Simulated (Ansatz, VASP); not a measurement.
**Two plane-wave programs on CuI**

File POSCAR:

```
CuI
1.0
    4.1473371297      0.0000000000      0.0000000000
   -2.0736685648      3.5916993124      0.0000000000
    0.0000000000      0.0000000000      6.3363560909
Cu I
2 2
Direct
    0.0000000000      0.0000000000      0.0000000000
    0.0000000000      0.0000000000      0.5000000000
    0.3333333333      0.6666666667      0.2500000000
    0.6666666667      0.3333333333      0.7500000000
```

Contents of INCAR.step1:

```
SYSTEM = CuI
ALGO = Normal
EDIFF = 1E-4
ENCUT = 520
GGA = PE
ISMEAR = 0
LASPH = .True.
LCHARG = .False.
LREAL = .False.
LWAVE = .True.
NBANDS = 26
NELM = 60
PREC = Accurate
SIGMA = 0.01
```

Contents of INCAR.step2:

```
SYSTEM = CuI
ALGO = Normal
EDIFF = 1E-6
ENCUT = 520
ISIF = 2
ISMEAR = 0
ISTART = 1
LASPH = .True.
LCHARG = .True.
LELF = .True.
LMIXTAU = .True.
LREAL = .False.
LVHAR = .True.
LWAVE = .False.
METAGGA = R2SCAN
NBANDS = 26
NELM = 60
PREC = Accurate
SIGMA = 0.01
```

File KPOINTS:

```
k-points
0
Gamma
  6 6 4
  0 0 0
```

Input for Ansatz:

```yaml
crystal:
  lattice:
    - [4.1473371297, 0.0, 0.0]
    - [-2.0736685648, 3.5916993124, 0.0]
    - [0.0, 0.0, 6.3363560909]
  atoms:
    - { symbol: Cu, position: [0.0, 0.0, 0.0] }
    - { symbol: Cu, position: [0.0, 0.0, 0.5] }
    - { symbol: I, position: [0.3333333333, 0.6666666667, 0.25] }
    - { symbol: I, position: [0.6666666667, 0.3333333333, 0.75] }
kpoints:
  mp_grid: { grid: [6, 6, 4] }
hamiltonian:
  xc: r2scan
scf:
  occupations: { method: fixed }
output:
  optics:
    e_range: [0, 12]
    de: 0.05
    sigma: 0.1
    bands: { spectra_wanted_up_to: 12 }
  write_density: true
  write_potential: true
  elf: true
  volumetric_format: npy
```

Alike in both runs: task single point; functional r2SCAN; k mesh 6 × 6 × 4; no spin polarisation.

|  | VASP | Ansatz |
| --- | --- | --- |
| version | VASP 6.6.1 | Ansatz 0.2.0 |
| potentials or method | VASP PAW PBE potentials, release 64 (Cu, I) | plane waves, PAW |
| plane-wave cutoff (eV) | 520 | 500 |
| occupations | gaussian, width 0.01 eV | fixed |
| valence electrons in the cell | 36 | 72 |

```tsv
	VASP	Ansatz	Ansatz less VASP
gap on the k mesh at the Fermi level (eV)	0.83	0.84	+0.006
```

VASP's potentials were made for PBE, not for r2SCAN. VASP's potentials hold 36 valence electrons a cell and Ansatz's 72, so a difference there can come from the potentials and not from the codes.

Neither program's run includes spin-orbit coupling.
